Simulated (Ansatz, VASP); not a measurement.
# In2GaP3 in VASP and in Ansatz

POSCAR

```
In2GaP3
1.0
    4.0294652892      0.0000000000      0.0000000000
   -2.0147326446      3.4896193041      0.0000000000
    0.0000000000      0.0000000000      9.8987270678
Ga In P
1 2 3
Direct
    0.0000000000      0.0000000000      0.0009124437
    0.6666666667      0.3333333333      0.6736664641
    0.3333333333      0.6666666667      0.3274886961
    0.6666666667      0.3333333333      0.9295554591
    0.3333333333      0.6666666667      0.5818573306
    0.0000000000      0.0000000000      0.2365196066
```

The input INCAR.step1:

```
SYSTEM = In2GaP3
PREC = Accurate
ENCUT = 520
ISMEAR = 0
SIGMA = 0.01
LREAL = .FALSE.
LASPH = .TRUE.
NELM = 80
NBANDS = 36
GGA = PE
ALGO = Normal
EDIFF = 1E-4
LWAVE = .TRUE.
LCHARG = .FALSE.
```

File INCAR.step2:

```
SYSTEM = In2GaP3
PREC = Accurate
ENCUT = 520
EDIFF = 1E-6
ISMEAR = 0
SIGMA = 0.01
LREAL = .FALSE.
LASPH = .TRUE.
NELM = 80
ALGO = Normal
ISIF = 2
LWAVE = .FALSE.
LCHARG = .FALSE.
METAGGA = R2SCAN
LMIXTAU = .TRUE.
NBANDS = 36
ISTART = 1
```

KPOINTS

```
regular mesh
0
G
  6 6 2
  0 0 0
```

Input for Ansatz:

```yaml
crystal:
  lattice:
    - [4.0294652892, 0.0, 0.0]
    - [-2.0147326446, 3.4896193041, 0.0]
    - [0.0, 0.0, 9.8987270678]
  atoms:
    - { symbol: Ga, position: [0.0, 0.0, 0.0009124437] }
    - { symbol: In, position: [0.6666666667, 0.3333333333, 0.6736664641] }
    - { symbol: In, position: [0.3333333333, 0.6666666667, 0.3274886961] }
    - { symbol: P, position: [0.6666666667, 0.3333333333, 0.9295554591] }
    - { symbol: P, position: [0.3333333333, 0.6666666667, 0.5818573306] }
    - { symbol: P, position: [0.0, 0.0, 0.2365196066] }
kpoints:
  mp_grid: { grid: [6, 6, 2] }
hamiltonian:
  xc: r2scan
scf:
  occupations: { method: fixed }
  n_extra_bands: 5
output:
  forces: true
  stress: true
  eigenvalues: true
```

Alike in both runs: task single point; functional r2SCAN; k mesh 6 × 6 × 2; no spin polarisation.

```csv
,VASP,Ansatz
version,VASP 6.6.1,Ansatz 0.2.0
potentials or method,"VASP PAW PBE potentials, release 64 (Ga_d, In_d, P)","plane waves, PAW"
plane-wave cutoff (eV),520,500
occupations,"gaussian, width 0.01 eV",fixed
valence electrons in the cell,54,54
```

```csv
,VASP,Ansatz,Ansatz less VASP
gap on the k mesh at the Fermi level (eV),1.09,1.10,+0.013
pressure (GPa),2.3,2.4,+0.10
rms of the force components (eV/Å),0.021,0.022,+0.0018
```

VASP's potentials were made for PBE, not for r2SCAN. Atom by atom the forces differ by 0.004 eV/Å (rms over components).
